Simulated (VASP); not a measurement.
# Hf (P6_3/mmc) in VASP: single point with PBEsol

Aim: the single point of Hf with PBEsol.

All numbers are computed with VASP 6.6.1; they aren't measurements. Logs are shortened: lines on timing, memory, paths and dates and some standing lists are left out, and cuts for length are marked.

### Step 1. The cell of the first run

The structure is hexagonal, space group P6_3/mmc (No. 194). The conventional cell has a = 3.239 Å, b = 3.239 Å, c = 5.124 Å, α = 90.00°, β = 90.00°, γ = 120.00°. Within 4.2 Å of Hf (site symmetry -6m2) lie 12 Hf at 3.17 to 3.24 Å.

### Step 2. Single point, PBEsol (volume scaled by 1.04)

The input, INCAR:

```
SYSTEM = Hf
  PREC = Accurate
  ENCUT = 520
  EDIFF = 1E-6
  ISMEAR = -1
  SIGMA = 0.05
  LREAL = .FALSE.
  LASPH = .TRUE.
  NELM = 100
  ALGO = Normal
  ISIF = 2
  LWAVE = .FALSE.
  LCHARG = .TRUE.
  GGA = PS
  LELF = .TRUE.
  LVHAR = .TRUE.
  NBANDS = 17
```

The input, KPOINTS:

```
regular mesh
0
G
  13 13 7
  0 0 0
```

The input, POSCAR:

```
Hf
1.0
    3.2387651710      0.0000000000      0.0000000000
   -1.6193825855      2.8048529150      0.0000000000
    0.0000000000      0.0000000000      5.1243576326
Hf
2
Direct
    0.3333333333      0.6666666667      0.2500000000
    0.6666666667      0.3333333333      0.7500000000
```

Potentials or basis: VASP PAW PBE potentials, release 64 (Hf_pv).

Command:

```bash
cat potpaw_PBE.64/Hf_pv/POTCAR > POTCAR
mpirun -np 1 vasp_std > vasp.out
```

OUTCAR:

```text
SYSTEM = Hf
   PREC = Accurate
   ENCUT = 520
   EDIFF = 1E-6
   ISMEAR = -1
   LREAL = .FALSE.
   LASPH = .TRUE.
   NELM = 100
   ISIF = 2
   GGA = PS

 ion  position               nearest neighbor table
   1  0.333  0.667  0.250-   2 3.17   2 3.17   2 3.17   2 3.17   2 3.17   2 3.17
   2  0.667  0.333  0.750-   1 3.17   1 3.17   1 3.17   1 3.17   1 3.17   1 3.17

  LATTYP: Found a hexagonal cell.
 ALAT       =     3.2387651710
 C/A-ratio  =     1.5821948681

  Lattice vectors:

 A1 = (   3.2387651710,   0.0000000000,   0.0000000000)
 A2 = (  -1.6193825855,   2.8048529150,   0.0000000000)
 A3 = (   0.0000000000,   0.0000000000,   5.1243576326)

Analysis of symmetry for initial positions (statically):
=====================================================================
 Subroutine PRICEL returns:
 Original cell was already a primitive cell.

 Routine SETGRP: Setting up the symmetry group for a
 hexagonal supercell.

 Subroutine GETGRP returns: Found 24 space group operations
 (whereof 12 operations were pure point group operations)
 out of a pool of 24 trial point group operations.

The static configuration has the point symmetry D_3d.
 The point group associated with its full space group is D_6h.

Analysis of symmetry for dynamics (positions and initial velocities):
=====================================================================
 Subroutine PRICEL returns:
 Original cell was already a primitive cell.

 Routine SETGRP: Setting up the symmetry group for a
 hexagonal supercell.

 Subroutine GETGRP returns: Found 24 space group operations
 (whereof 12 operations were pure point group operations)
 out of a pool of 24 trial point group operations.

The dynamic configuration has the point symmetry D_3d.
 The point group associated with its full space group is D_6h.

 Subroutine INISYM returns: Found 24 space group operations
 (whereof 12 operations are pure point group operations),
 and found     1 'primitive' translations

----------------------------------------------------------------------------------------

                                     Primitive cell

  volume of cell :      46.5510

  direct lattice vectors                    reciprocal lattice vectors
     3.238765171  0.000000000  0.000000000     0.308759650  0.178262467  0.000000000
    -1.619382585  2.804852915  0.000000000     0.000000000  0.356524934  0.000000000
     0.000000000  0.000000000  5.124357633     0.000000000  0.000000000  0.195146411

  length of vectors
     3.238765171  3.238765171  5.124357633     0.356524934  0.356524934  0.195146411

  position of ions in fractional coordinates (direct lattice)
     0.333333333  0.666666667  0.250000000
     0.666666667  0.333333333  0.750000000

  ion indices of the primitive-cell ions
   primitive index   ion index
                 1           1
                 2           2

----------------------------------------------------------------------------------------

 KPOINTS: regular mesh

Automatic generation of k-mesh.
 Grid dimensions read from file:
 generate k-points for:   13   13    7

 Generating k-lattice:

  Cartesian coordinates                     Fractional coordinates (reciprocal lattice)
     0.023750742  0.013712497  0.000000000     0.076923077 -0.000000000  0.000000000
     0.000000000  0.027424995  0.000000000     0.000000000  0.076923077  0.000000000
     0.000000000  0.000000000  0.027878059     0.000000000  0.000000000  0.142857143

  Length of vectors
     0.027424995  0.027424995  0.027878059

  Shift w.r.t. Gamma in fractional coordinates (k-lattice)
     0.000000000  0.000000000  0.000000000

 Subroutine IBZKPT returns following result:
 ===========================================

 Found     84 irreducible k-points:

 Following reciprocal coordinates:
            Coordinates               Weight
  0.000000  0.000000  0.000000      1.000000
  0.076923 -0.000000  0.000000      6.000000
  0.153846 -0.000000  0.000000      6.000000
  0.230769  0.000000  0.000000      6.000000
  0.307692 -0.000000  0.000000      6.000000
  0.384615 -0.000000  0.000000      6.000000
[... 16 lines left out ...]
  0.076923 -0.000000  0.142857     12.000000
  0.153846 -0.000000  0.142857     12.000000
 [... further k-points ...]
   k-points           NKPTS =     84   k-points in BZ     NKDIM =     84   number of bands    NBANDS=     17
   number of dos      NEDOS =    301   number of ions     NIONS =      2
   total plane-waves  NPLWV =  23040
   dimension x,y,z NGX =    24 NGY =   24 NGZ =   40
   dimension x,y,z NGXF=    48 NGYF=   48 NGZF=   80
   ions per type =               2
   NGX,Y,Z   is equivalent  to a cutoff of  12.32, 12.32, 12.98 a.u.
   NGXF,Y,Z  is equivalent  to a cutoff of  24.64, 24.64, 25.95 a.u.
 SYSTEM =  Hf
   PREC   = accura    normal or accurate (medium, high low for compatibility)
   ISTART =      0    job   : 0-new  1-cont  2-samecut
   ICHARG =      2    charge: 1-file 2-atom 10-const
   ISPIN  =      1    spin polarized calculation?
   LNONCOLLINEAR =      F non collinear calculations
   LSORBIT =      F    spin-orbit coupling
   LASPH  =      T    aspherical Exc in radial PAW
   ENCUT  =  520.0 eV  38.22 Ry    6.18 a.u.   6.02  6.02  9.53*2*pi/ulx,y,z
   NELM   =    100;   NELMIN=  2; NELMDL= -5     # of ELM steps
   EDIFF  = 0.1E-05   stopping-criterion for ELM
   LREAL  =      F    real-space projection
   EDIFFG = 0.1E-04   stopping-criterion for IOM
   NSW    =      0    number of steps for IOM
   IBRION =     -1    ionic relax: 0-MD 1-quasi-New 2-CG
   NFREE  =      0    steps in history (QN), initial steepest desc. (CG)
   ISIF   =      2    stress and relaxation
   ISYM   =      2    0-nonsym 1-usesym 2-fastsym
   POTIM  = 0.5000    time-step for ionic-motion
   TEBEG  =    0.0;   TEEND  =   0.0 temperature during run
   PSTRESS=    0.0 pullay stress
   NELECT =      20.0000    total number of electrons
   NUPDOWN=      -1.0000    fix difference up-down
   EMIN   =  10.00;   EMAX   =-10.00  energy-range for DOS
   EFERMI =   0.00;   METHOD = LEGACY
   ISMEAR =    -1;   SIGMA  =   0.05  broadening in eV -4-tet -1-fermi 0-gaus
   EFERMI_NEDOS =   21; number of points for ismear=-14 and -15
   IALGO  =     38    algorithm
   IMIX   =      4    mixing-type and parameters
     AMIX     =   0.40;   BMIX     =  1.00
     AMIX_MAG =   1.60;   BMIX_MAG =  1.00
  volume/ion in A,a.u.               =      23.28       157.07
  Fermi-wavevector in a.u.,A,eV,Ry     =   1.235308  2.334393 20.762290  1.525985
  Thomas-Fermi vector in A             =   2.369963
   LORBIT       =      0    0 simple, 1 ext, 2 COOP (PROOUT), +10 PAW based schemes
   GGA     = PS    functional components
   LHFCALC =     F    Hartree Fock is set to
   AEXX    =    0.0000 exact exchange contribution
   IVDW    =     0    specifies the selected vdW correction
   LEPSILON=     F    determine dielectric tensor
   LRPA    =     F    only Hartree local field effects (RPA)
 non-spin polarized calculation
  energy-cutoff  :      520.00
  volume of cell :       46.55
 maximum number of plane-waves:      1275
   NGX = 13   NGY = 13   NGZ = 19

 number of electron      20.0000005 magnetization

 Free energy of the ion-electron system (eV)
  ---------------------------------------------------
  ext. energy  EPLUGINS =         0.00000000
  ---------------------------------------------------
  free energy    TOTEN  =       -20.92308782 eV

  energy without entropy =      -20.90983932  energy(sigma->0) =      -20.91646357

 E-fermi :   4.4903     XC(G=0): -11.2114

 val. band max:        4.4736001118   @ k =   0.2308   0.2308   0.4286
 cond. band min:       4.4907306137   @ k =   0.1538  -0.0000   0.4286
 fundamental gap:      0.0171305019
 Fermi energy:         4.4902568360

 k-point     1 :       0.0000    0.0000    0.0000
  band No.  band energies     occupation
      1     -26.5782      2.00000
      2     -25.9215      2.00000
      3     -25.9215      2.00000
      4     -25.8147      2.00000
      5     -25.8079      2.00000
      6     -25.8079      2.00000
[... 9 lines left out ...]
     16       7.0216      0.00000
     17       9.6036      0.00000

 k-point     2 :       0.0769   -0.0000    0.0000
  band No.  band energies     occupation
      1     -26.5647      2.00000
      2     -25.9500      2.00000
      3     -25.9311      2.00000
      4     -25.8380      2.00000
      5     -25.8210      2.00000
      6     -25.8118      2.00000
[... 9 lines left out ...]
     16       6.8612      0.00000
     17       9.7318      0.00000

 k-point     3 :       0.1538   -0.0000    0.0000
  band No.  band energies     occupation
      1     -26.5258      2.00000
      2     -26.0290      2.00000
      3     -25.9570      2.00000
      4     -25.9197      2.00000
      5     -25.8398      2.00000
      6     -25.8232      2.00000
[... 9 lines left out ...]
     16       7.0209      0.00000
     17      10.0076      0.00000

 k-point     4 :       0.2308    0.0000    0.0000
  band No.  band energies     occupation
      1     -26.4661      2.00000
      2     -26.1406      2.00000
      3     -26.0309      2.00000
      4     -25.9922      2.00000
      5     -25.8710      2.00000
      6     -25.8405      2.00000
[... 9 lines left out ...]
     16       7.7275      0.00000
     17      10.2800      0.00000
[... 343 lines left out ...]
      1     -26.5426      2.00000
      2     -25.9159      2.00000
      3     -25.9159      2.00000
      4     -25.8550      2.00000
      5     -25.8135      2.00000
      6     -25.8135      2.00000
[... 9 lines left out ...]
     16       7.3099      0.00000
     17       9.6699      0.00000

 k-point    23 :       0.0769   -0.0000    0.1429
  band No.  band energies     occupation
      1     -26.5309      2.00000
      2     -25.9436      2.00000
      3     -25.9253      2.00000
      4     -25.8777      2.00000
      5     -25.8258      2.00000
      6     -25.8177      2.00000
[... 9 lines left out ...]
     16       7.2113      0.00000
     17       9.7732      0.00000

 k-point    24 :       0.1538   -0.0000    0.1429
  band No.  band energies     occupation
      1     -26.4977      2.00000
      2     -26.0201      2.00000
      3     -25.9524      2.00000
      4     -25.9505      2.00000
      5     -25.8473      2.00000
      6     -25.8299      2.00000
[... 9 lines left out ...]
     16       7.1961      0.00000
     17       9.9919      0.00000

 [... further k-points ...]
[... 5 lines left out ...]
  --------------------------------------------------------------------------------------
  -------------------------------------------------------------------------------------
  Total       -2.2231689     -2.2231689     -2.3612249      0.0000000      0.0000000     -0.0000000
  in kB      -76.5163167    -76.5163167    -81.2678841      0.0000000      0.0000000     -0.0000000
  external PRESSURE =     -78.1001725 kB  Pullay stress =       0.0000000 kB

 VOLUME and BASIS-vectors are now :
 -----------------------------------------------------------------------------
  energy-cutoff  :      520.00
  volume of cell :       46.55
      direct lattice vectors                 reciprocal lattice vectors
     3.238765171  0.000000000  0.000000000     0.308759650  0.178262467  0.000000000
    -1.619382585  2.804852915  0.000000000     0.000000000  0.356524934  0.000000000
     0.000000000  0.000000000  5.124357633     0.000000000  0.000000000  0.195146411

 POSITION                                       TOTAL-FORCE (eV/Angst)
 -----------------------------------------------------------------------------------
     -0.00000      1.86990      1.28109         0.000000     -0.000000      0.000000
      1.61938      0.93495      3.84327        -0.000000      0.000000      0.000000
 -----------------------------------------------------------------------------------
    total drift:                               -0.000000      0.000000     -0.000000

  FREE ENERGIE OF THE ION-ELECTRON SYSTEM (eV)
  ---------------------------------------------------
  free  energy   TOTEN  =       -20.9230878189 eV

  energy  without entropy=      -20.9098393233  energy(sigma->0) =      -20.91646357
```

Wall time 17 s (1 thread of Intel Xeon 6975P-C (Granite Rapids), shared host); peak memory 0.19 GiB.

Results:

```
Free energy            : -20.9231 eV
Pressure               : -7.8 GPa
Band gap on the k mesh : zero (band 10 reaches 5.65 eV, above the bottom of band 11 at 4.09 eV)
```

Levels at points of the mesh, in eV from the Fermi level:
| k point | band 6 | band 7 | band 8 | band 9 | band 10 | band 11 | band 12 | band 13 | band 14 | band 15 |
| --- | --- | --- | --- | --- | --- | --- | --- | --- | --- | --- |
| (0.00, 0.00, 0.00) | -30.30 | -7.25 | -3.60 | 0.54 | 1.16 | 1.16 | 1.42 | 1.93 | 1.93 | 2.53 |

Caveat: the PAW data sets were made with another functional, which shifts forces and pressure a little; spin-orbit coupling is left out, which moves the levels of the heavy elements.
